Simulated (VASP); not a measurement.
# AlNi: single point with LDA

Crystal: AlNi.

```
Al Ni
1.0
     1.93869   -1.95319    0.00000
     1.93869    1.95319    0.00000
     0.00000    0.00000    3.09943
Al Ni
1 1
Direct
  0.00000 0.00000 0.00000
  0.50000 0.50000 0.50000
```

```
Program             : VASP 6.6.1
Task                : single point
Functional          : LDA
Potentials or basis : VASP PAW LDA potentials, release 64 (Al, Ni)
Cutoff              : 520 eV
k mesh              : 10 × 10 × 9
Occupations         : fermi-dirac, width 0.1 eV
Spin                : collinear spin, ferromagnetic start
Starting moments    : [0.0, 2.0] μB
```

The pressure is -4.6 GPa. The net moment is 0.00 μB per cell and the valence electrons inside the program's atomic spheres are Al 0.82; Ni 9.52.

Stress tensor (GPa, compression positive):
```
-1.52  0.00  0.00
 0.00 -3.05  0.00
 0.00  0.00 -9.35
```

Levels at points of the mesh, in eV from the Fermi level:
Spin up:
```
           k point  band 3  band 4  band 5  band 6  band 7  band 8  band 9  band 10  band 11  band 12
(0.00, 0.00, 0.00)   -3.31   -1.70   -1.68   -1.38    2.92    6.99    7.04     7.23     8.72    14.46
(0.50, 0.00, 0.00)   -2.83   -2.79   -2.10   -1.57   -0.39    7.77    7.99     9.33    11.60    12.62
(0.50, 0.50, 0.00)   -2.49   -2.48   -2.39   -2.27   -0.88    2.21    3.27    10.67    13.51    13.64
```
Spin down:
```csv
k point,band 5,band 6,band 7,band 8,band 9,band 10
"(0.00, 0.00, 0.00)",-1.68,-1.38,2.92,6.99,7.04,7.23
"(0.50, 0.00, 0.00)",-2.10,-1.57,-0.39,7.77,7.99,9.33
"(0.50, 0.50, 0.00)",-2.39,-2.27,-0.88,2.21,3.27,10.67
```

It took 100 s on 1 thread of AMD EPYC 7R43 64-Core Processor (Zen 3) (shared host), peak memory 0.16 GiB.

Caveat: the cell stands under tension.
